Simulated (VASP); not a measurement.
# Mn (Im-3m) in VASP: further runs, part 3 of 3

VASP 6.6.1. The steps go on from the part before.

## 5. Relaxation of cell and atoms, RPBE, collinear spin, ferromagnetic start

This run uses another cell than the first one, of 11.75 Å³/atom, 0.987 times its volume.

File INCAR:

```
PREC = Accurate ; ENCUT = 600
EDIFF = 1E-7 ; ISMEAR = -1
SIGMA = 0.05 ; LREAL = F
LASPH = T ; NELM = 150
ALGO = Normal ; ISIF = 3
LWAVE = F ; LCHARG = F
ISPIN = 2 ; MAGMOM = 3
LORBIT = 11 ; LMAXMIX = 4
GGA = RP ; IBRION = 2
NSW = 80 ; EDIFFG = -0.01
```

File KPOINTS:

```
regular mesh
0
Gamma
  15 15 15
```

File POSCAR:

```
Mn
1.0
   -1.4321439648      1.4321439648      1.4321439648
    1.4321439648     -1.4321439648      1.4321439648
    1.4321439648      1.4321439648     -1.4321439648
Mn
1
Direct
    0.0000000000      0.0000000000      0.0000000000
```

Potentials or basis: VASP PAW PBE potentials, release 64 (Mn_pv).

Run with:

```sh
cat potpaw_PBE.64/Mn_pv/POTCAR > POTCAR
mpirun -np 1 vasp_std > vasp.out
```

OUTCAR:

```text
PREC = Accurate
   ENCUT = 600
   EDIFF = 1E-7
   ISMEAR = -1
   LREAL = F
   LASPH = T
   NELM = 150
   ISIF = 3
   ISPIN = 2
   LORBIT = 11
   GGA = RP
   IBRION = 2
   NSW = 80
   EDIFFG = -0.01

 ion  position               nearest neighbor table
   1  0.000  0.000  0.000-

  LATTYP: Found a body centered cubic cell.
 ALAT       =     2.8642879296

  Lattice vectors:

 A1 = (  -1.4321439648,   1.4321439648,   1.4321439648)
 A2 = (   1.4321439648,  -1.4321439648,   1.4321439648)
 A3 = (   1.4321439648,   1.4321439648,  -1.4321439648)

Analysis of symmetry for initial positions (statically):
=====================================================================
 Subroutine PRICEL returns:
 Original cell was already a primitive cell.

 Routine SETGRP: Setting up the symmetry group for a
 body centered cubic supercell.

 Subroutine GETGRP returns: Found 48 space group operations
[... 9 lines left out ...]

 Routine SETGRP: Setting up the symmetry group for a
 body centered cubic supercell.

 Subroutine GETGRP returns: Found 48 space group operations
 (whereof 48 operations were pure point group operations)
 out of a pool of 48 trial point group operations.

The dynamic configuration has the point symmetry O_h .

Analysis of structural, dynamic, and magnetic symmetry:
=====================================================================
 Subroutine PRICEL returns:
 Original cell was already a primitive cell.

 Routine SETGRP: Setting up the symmetry group for a
 body centered cubic supercell.

 Subroutine GETGRP returns: Found 48 space group operations
 (whereof 48 operations were pure point group operations)
 out of a pool of 48 trial point group operations.

The overall configuration has the point symmetry O_h .

 Subroutine INISYM returns: Found 48 space group operations
[... 5 lines left out ...]
                                     Primitive cell

  volume of cell :      11.7495

  direct lattice vectors                    reciprocal lattice vectors
    -1.432143965  1.432143965  1.432143965     0.000000000  0.349126912  0.349126912
     1.432143965 -1.432143965  1.432143965     0.349126912  0.000000000  0.349126912
     1.432143965  1.432143965 -1.432143965     0.349126912  0.349126912  0.000000000

  length of vectors
     2.480546111  2.480546111  2.480546111     0.493740014  0.493740014  0.493740014

  position of ions in fractional coordinates (direct lattice)
     0.000000000  0.000000000  0.000000000

  ion indices of the primitive-cell ions
   primitive index   ion index
                 1           1

----------------------------------------------------------------------------------------

 KPOINTS: regular mesh

Automatic generation of k-mesh.
 Grid dimensions read from file:
 generate k-points for:   15   15   15

 Generating k-lattice:

  Cartesian coordinates                     Fractional coordinates (reciprocal lattice)
     0.000000000  0.023275127  0.023275127     0.066666667  0.000000000  0.000000000
     0.023275127  0.000000000  0.023275127     0.000000000  0.066666667  0.000000000
     0.023275127  0.023275127  0.000000000     0.000000000  0.000000000  0.066666667

  Length of vectors
     0.032916001  0.032916001  0.032916001

  Shift w.r.t. Gamma in fractional coordinates (k-lattice)
     0.000000000  0.000000000  0.000000000

 Subroutine IBZKPT returns following result:
 ===========================================

 Found    120 irreducible k-points:

 Following reciprocal coordinates:
            Coordinates               Weight
  0.000000  0.000000  0.000000      1.000000
  0.066667  0.000000  0.000000     12.000000
  0.133333  0.000000  0.000000     12.000000
  0.200000  0.000000  0.000000     12.000000
  0.266667  0.000000  0.000000     12.000000
  0.333333  0.000000  0.000000     12.000000
[... 16 lines left out ...]
  0.333333  0.200000  0.000000     48.000000
  0.400000  0.200000  0.000000     24.000000
 [... further k-points ...]
   k-points           NKPTS =    120   k-points in BZ     NKDIM =    120   number of bands    NBANDS=     12
   number of dos      NEDOS =    301   number of ions     NIONS =      1
   total plane-waves  NPLWV =   8000
   dimension x,y,z NGX =    20 NGY =   20 NGZ =   20
   dimension x,y,z NGXF=    40 NGYF=   40 NGZF=   40
   ions per type =               1
   NGX,Y,Z   is equivalent  to a cutoff of  13.40, 13.40, 13.40 a.u.
   NGXF,Y,Z  is equivalent  to a cutoff of  26.81, 26.81, 26.81 a.u.
 SYSTEM =  unknown system
   PREC   = accura    normal or accurate (medium, high low for compatibility)
   ISTART =      0    job   : 0-new  1-cont  2-samecut
   ICHARG =      2    charge: 1-file 2-atom 10-const
   ISPIN  =      2    spin polarized calculation?
   LNONCOLLINEAR =      F non collinear calculations
   LSORBIT =      F    spin-orbit coupling
   LASPH  =      T    aspherical Exc in radial PAW
   ENCUT  =  600.0 eV  44.10 Ry    6.64 a.u.   4.95  4.95  4.95*2*pi/ulx,y,z
   NELM   =    150;   NELMIN=  2; NELMDL= -5     # of ELM steps
   EDIFF  = 0.1E-06   stopping-criterion for ELM
   LREAL  =      F    real-space projection
   EDIFFG = -.1E-01   stopping-criterion for IOM
   NSW    =     80    number of steps for IOM
   IBRION =      2    ionic relax: 0-MD 1-quasi-New 2-CG
   NFREE  =      1    steps in history (QN), initial steepest desc. (CG)
   ISIF   =      3    stress and relaxation
   ISYM   =      2    0-nonsym 1-usesym 2-fastsym
   POTIM  = 0.5000    time-step for ionic-motion
   TEBEG  =    0.0;   TEEND  =   0.0 temperature during run
   PSTRESS=    0.0 pullay stress
   NELECT =      13.0000    total number of electrons
   NUPDOWN=      -1.0000    fix difference up-down
   EMIN   =  10.00;   EMAX   =-10.00  energy-range for DOS
   EFERMI =   0.00;   METHOD = LEGACY
   ISMEAR =    -1;   SIGMA  =   0.05  broadening in eV -4-tet -1-fermi 0-gaus
   EFERMI_NEDOS =   21; number of points for ismear=-14 and -15
   IALGO  =     38    algorithm
   IMIX   =      4    mixing-type and parameters
     AMIX     =   0.40;   BMIX     =  1.00
     AMIX_MAG =   1.60;   BMIX_MAG =  1.00
  volume/ion in A,a.u.               =      11.75        79.29
  Fermi-wavevector in a.u.,A,eV,Ry     =   1.693230  3.199741 39.008279  2.867028
  Thomas-Fermi vector in A             =   2.774673
   LORBIT       =     11    0 simple, 1 ext, 2 COOP (PROOUT), +10 PAW based schemes
   GGA     = RP    functional components
   LHFCALC =     F    Hartree Fock is set to
   AEXX    =    0.0000 exact exchange contribution
   IVDW    =     0    specifies the selected vdW correction
   LEPSILON=     F    determine dielectric tensor
   LRPA    =     F    only Hartree local field effects (RPA)
 conjugate gradient relaxation of ions
 spin polarized calculation
  energy-cutoff  :      600.00
  volume of cell :       11.75
 maximum number of plane-waves:       406
   NGX =  9   NGY =  9   NGZ =  9

--------------------------------------- Ionic step        1  -------------------------------------------

 number of electron      12.9999990 magnetization       0.9985363

 Free energy of the ion-electron system (eV)
  ---------------------------------------------------
  ext. energy  EPLUGINS =         0.00000000
  ---------------------------------------------------
  free energy    TOTEN  =        -8.31034255 eV

  energy without entropy =       -8.29119635  energy(sigma->0) =       -8.30076945

 E-fermi :   9.5592     XC(G=0): -13.3561

 val. band max:        9.5588236752   @ k =   0.3333   0.2667   0.0000
 cond. band min:       9.5613712977   @ k =   0.2667   0.0000   0.0000
 fundamental gap:      0.0025476225
 Fermi energy:         9.5592257336

 spin component 1

 k-point     1 :       0.0000    0.0000    0.0000
  band No.  band energies     occupation
      1     -38.8620      1.00000
      2     -38.8620      1.00000
      3     -38.8620      1.00000
      4       1.4498      1.00000
      5       7.9414      1.00000
      6       7.9414      1.00000
      7       7.9414      1.00000
      8       9.4646      0.86915
      9       9.4646      0.86914
     10      32.7181      0.00000
     11      32.7181      0.00000
     12      32.7181      0.00000
[... 811 lines left out ...]
  energy  without entropy=       -8.3129465967  energy(sigma->0) =       -8.32110414

--------------------------------------- Ionic step        4  -------------------------------------------

 number of electron      13.0000016 magnetization       0.8617386

 Free energy of the ion-electron system (eV)
  ---------------------------------------------------
  ext. energy  EPLUGINS =         0.00000000
  ---------------------------------------------------
  free energy    TOTEN  =        -8.32926610 eV

  energy without entropy =       -8.31299953  energy(sigma->0) =       -8.32113282

 E-fermi :  10.3023     XC(G=0): -13.6585

 val. band max:       10.2917012180   @ k =   0.1333   0.1333   0.1333
 cond. band min:      10.3035557239   @ k =   0.2000   0.0000   0.0000
 fundamental gap:      0.0118545058
 Fermi energy:        10.3022777753

 spin component 1

 k-point     1 :       0.0000    0.0000    0.0000
  band No.  band energies     occupation
      1     -38.1050      1.00000
      2     -38.1049      1.00000
      3     -38.1049      1.00000
      4       1.8921      1.00000
      5       8.5757      1.00000
      6       8.5757      1.00000
      7       8.5757      1.00000
      8      10.2480      0.74760
      9      10.2480      0.74757
     10      33.8189      0.00000
     11      33.8189      0.00000
     12      33.8189      0.00000
[... 737 lines left out ...]
  FREE ENERGIE OF THE ION-ELECTRON SYSTEM (eV)
  ---------------------------------------------------
  free  energy   TOTEN  =        -8.3292660961 eV

  energy  without entropy=       -8.3129995343  energy(sigma->0) =       -8.32113282

 reached required accuracy - stopping structural energy minimisation

 total charge

# of ion       s       p       d       tot
------------------------------------------
    1        0.402   6.383   5.109  11.893

 magnetization (x)

# of ion       s       p       d       tot
------------------------------------------
    1       -0.005  -0.015   0.886   0.865
```

OSZICAR:

```text
N       E                     dE             d eps       ncg     rms          rms(c)
DAV:   1     0.902482403054E+02    0.90248E+02   -0.87572E+03  5796   0.160E+03
DAV:   2    -0.748516713313E+01   -0.97733E+02   -0.93901E+02  5900   0.336E+02
[... 44 lines left out ...]
DAV:   3    -0.832926837849E+01    0.13397E-04   -0.30806E-05  5900   0.107E-01    0.261E-02
DAV:   4    -0.832926733601E+01    0.10425E-05   -0.83289E-07  6064   0.119E-02    0.113E-02
DAV:   5    -0.832926641556E+01    0.92045E-06   -0.14863E-06  5900   0.167E-02    0.132E-03
DAV:   6    -0.832926624508E+01    0.17049E-06   -0.57303E-08  3960   0.311E-03    0.760E-04
DAV:   7    -0.832926613648E+01    0.10860E-06   -0.88265E-09  2880   0.148E-03    0.255E-04
DAV:   8    -0.832926609609E+01    0.40393E-07   -0.86174E-10  2880   0.472E-04
   4 F= -.83292661E+01 E0= -.83211328E+01  d E =-.189235E-01  mag=     0.8617
```

It took 48 s on 1 thread of Intel Xeon 6975P-C (Granite Rapids), shared host; peak memory 0.15 GiB.

Results:

- Free energy: -8.3293 eV
- Relaxed volume: 11.17 Å³/atom
- Relaxed cell: a = 2.439 Å, b = 2.439 Å, c = 2.439 Å, α = 109.47°, β = 109.47°, γ = 109.47°
- Space group after relaxing (to 0.05 Å): Im-3m (No. 229)
- Energy gained by relaxing: 18.9 meV/atom
- Ionic steps: 4
- Pressure after relaxing: 0.1 GPa
- Net moment: 0.86 μB per cell
- Site moments: Mn +0.86 μB
- Valence electrons inside the program's atomic spheres: Mn 11.89

The path:
```
step  energy change (eV)  largest force (eV/Å)  pressure (GPa)  volume (Å³)
   1              0.0000                0.0000           -9.80        11.75
   2              0.0080                0.0000           14.97        10.57
   3             -0.0189                0.0000           -0.18        11.18
   4             -0.0189                0.0000            0.06        11.17
```

Final structure:
```yaml
crystal:
  lattice:
    - [-1.40825, 1.40825, 1.40825]
    - [1.40825, -1.40825, 1.40825]
    - [1.40825, 1.40825, -1.40825]
  atoms:
    - { symbol: Mn, position: [0.00000, 0.00000, 0.00000] }
```

Caveat: the PAW data sets were made with another functional, which shifts forces and pressure a little.

## 6. Single point, RPBE, collinear spin, ferromagnetic start

This run uses another cell than the first one, of 11.17 Å³/atom, 0.938 times its volume.

File INCAR:

```
  PREC = Accurate
  ENCUT = 520
  EDIFF = 1E-6
  ISMEAR = -1
  SIGMA = 0.05
  LREAL = False
  LASPH = True
  NELM = 150
  ALGO = Normal
  ISIF = 2
  LWAVE = False
  LCHARG = False
  ISPIN = 2
  MAGMOM = -0.856
  LORBIT = 11
  LMAXMIX = 4
  GGA = RP
  NBANDS = 16
```

File KPOINTS:

```
regular mesh
0
Gamma
  26 26 26
```

File POSCAR:

```
Mn
1.0
   -1.4081102944      1.4081102944      1.4081102944
    1.4081102944     -1.4081102944      1.4081102944
    1.4081102944      1.4081102944     -1.4081102944
Mn
1
Direct
    0.0000000000      0.0000000000      0.0000000000
```

Potentials or basis: VASP PAW PBE potentials, release 64 (Mn_pv).

Run with:

```sh
cat potpaw_PBE.64/Mn_pv/POTCAR > POTCAR
mpirun -np 1 vasp_std > vasp.out
```

Run time: 63 s. Hardware: 1 thread of Intel Xeon 6975P-C (Granite Rapids), shared host; peak memory 0.23 GiB.

The run converged. Its results:

* Free energy: -8.3285 eV
* Pressure: 0.8 GPa
* Net moment: -0.92 μB per cell
* Site moments: Mn -0.93 μB
* Valence electrons inside the program's atomic spheres: Mn 11.89

Levels at points of the mesh, in eV from the Fermi level:
Spin up:
```
           k point  band 2  band 3  band 4  band 5  band 6  band 7  band 8  band 9  band 10  band 11
(0.00, 0.00, 0.00)  -47.36  -47.36   -8.31   -0.96   -0.96   -0.96    1.12    1.12    23.45    23.45
(0.50, 0.00, 0.00)  -47.58  -47.36   -4.34   -2.39    0.74    1.04    1.42    2.45     9.33    17.79
(0.50, 0.50, 0.50)  -47.84  -47.84   -4.00   -4.00    2.10    2.10    2.10   10.48    10.48    10.48
```
Spin down:
| k point | band 4 | band 5 | band 6 | band 7 | band 8 | band 9 | band 10 | band 11 |
| --- | --- | --- | --- | --- | --- | --- | --- | --- |
| (0.00, 0.00, 0.00) | -8.42 | -1.74 | -1.74 | -1.74 | -0.08 | -0.08 | 23.52 | 23.52 |
| (0.50, 0.00, 0.00) | -4.88 | -3.08 | -0.05 | 0.18 | 0.65 | 1.53 | 8.73 | 17.73 |
| (0.50, 0.50, 0.50) | -4.79 | -4.79 | 1.20 | 1.20 | 1.20 | 10.34 | 10.34 | 10.34 |

Caveat: the PAW data sets were made with another functional, which shifts forces and pressure a little.

## 7. Summary

```tsv
task	spin	cell	k mesh	cutoff (eV)	smearing	gap on the mesh (eV)	pressure (GPa)	moment (μB)
single point	off	a = 2.492 Å, angles 109.5°, 1 atom	18 × 18 × 18	520	fermi-dirac 0.1 eV	none	-16.6	-
single point	off	a = 2.429 Å, angles 109.5°, 1 atom	26 × 26 × 26	520	fermi-dirac 0.1 eV	none	0.0	-
single point	collinear, ferromagnetic start	a = 2.439 Å, angles 109.5°, 1 atom	15 × 15 × 15	520	fermi-dirac 0.05 eV	none	0.2	0.86
relaxation of cell and atoms	collinear, ferromagnetic start	relaxed from a = 2.481 Å, angles 109.5°, 1 atom	15 × 15 × 15	600	fermi-dirac 0.05 eV	none	0.1	0.86
single point	collinear, ferromagnetic start	a = 2.439 Å, angles 109.5°, 1 atom	26 × 26 × 26	520	fermi-dirac 0.05 eV	none	0.8	0.92
```

Alike in all rows: level RPBE; potentials or basis VASP PAW PBE potentials, release 64 (Mn_pv).

Caveats: the PAW data sets were made with another functional, which shifts forces and pressure a little.

Total energies depend on the potentials used, so only differences within one code and one set of settings carry meaning.
